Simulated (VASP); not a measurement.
SnO2: single point with PBE

SnO2:

```xyz
3
Lattice="1.6656 0.9617 4.5127 -1.6656 0.9617 4.5127 0.0000 -1.9233 4.5127" Properties=species:S:1:pos:R:3 pbc="T T T"
Sn    0.0000    0.0000    6.7690
O     0.0000    0.0000    3.3259
O     0.0000    0.0000   10.2120
```

This cell differs from its parent crystal: strained and its atoms moved.

```yaml
Program: VASP 6.6.1
Task: single point
Functional: PBE
Potentials_or_basis: VASP PAW PBE potentials, release 64 (Sn_d, O)
Cutoff: 520 eV
k_mesh: 12 × 12 × 12
Occupations: gaussian, width 0.02 eV
Spin: no spin polarisation
Dipole_correction: no
Further_INCAR_settings: ALGO = Normal; EDIFF = 1e-07; NBANDS = 20
```

```json
{
  "Pressure": "-11.6 GPa",
  "Largest force": "1.240 eV/Å",
  "Band gap on the k mesh": "0.93 eV, direct"
}
```

Forces on the atoms (eV/Å):
```
Sn   0.000  0.000  0.000
O    0.000  0.000 -1.240
O    0.000  0.000  1.240
```

Stress tensor (GPa, compression positive):
```
-13.02   0.00   0.00
  0.00 -13.02   0.00
  0.00   0.00  -8.82
```

Levels at points of the mesh, in eV from the valence-band top:
| k point | band 9 | band 10 | band 11 | band 12 | band 13 | band 14 | band 15 | band 16 | band 17 | band 18 |
| --- | --- | --- | --- | --- | --- | --- | --- | --- | --- | --- |
| (0.00, 0.00, 0.00) | -1.32 | -1.32 | -1.16 | -1.16 | 0.00 | 0.93 | 4.98 | 9.83 | 9.83 | 12.17 |
| (0.50, 0.00, 0.00) | -3.93 | -2.76 | -1.82 | -0.98 | -0.97 | 4.19 | 7.00 | 9.09 | 11.11 | 11.60 |
| (0.50, 0.50, 0.00) | -4.35 | -3.00 | -1.15 | -0.64 | -0.13 | 3.79 | 5.99 | 9.68 | 10.58 | 11.06 |
| (0.50, 0.50, 0.50) | -1.56 | -1.49 | -1.49 | -1.02 | -1.02 | 2.71 | 5.03 | 10.13 | 10.13 | 13.61 |

Run time: 83 s on 1 thread of Intel(R) Xeon(R) 6975P-C (Granite Rapids) (shared host), peak memory 0.31 GiB.

Caveat: the cell differs from its parent crystal (strained and its atoms moved); spin-orbit coupling is left out, which moves the levels of the heavy elements; forces of over 1 eV/Å act on the atoms, so gaps and moduli don't describe the material at rest. A k mesh can miss the band edges.
